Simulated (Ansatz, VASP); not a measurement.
# One calculation of PbSe, two programs

```
Pb Se
1.0
     0.00000    3.05191    3.05191
     3.05191    0.00000    3.05191
     3.05191    3.05191    0.00000
Pb Se
1 1
Direct
  0.00000 0.00000 0.00000
  0.50000 0.50000 0.50000
```

Change from the starting cell: volume scaled by 0.99.

Alike in both runs: task single point; functional PBEsol; k mesh 7 × 7 × 7; occupations fermi-dirac, width 0.02 eV; no spin polarisation.

|  | VASP | Ansatz |
| --- | --- | --- |
| version | VASP 6.6.1 | Ansatz 0.2.0 |
| potentials or method | VASP PAW PBE potentials, release 64 (Pb_d, Se), cutoff 520 eV | all-electron LAPW, scalar-relativistic |

```csv
,VASP,Ansatz,Ansatz less VASP
pressure (GPa),-0.1,-0.1,+0.01
```

VASP's potentials were made for PBE, not for PBEsol. Ansatz ran all-electron here, and VASP with PAW potentials.

Spin-orbit coupling is off throughout.
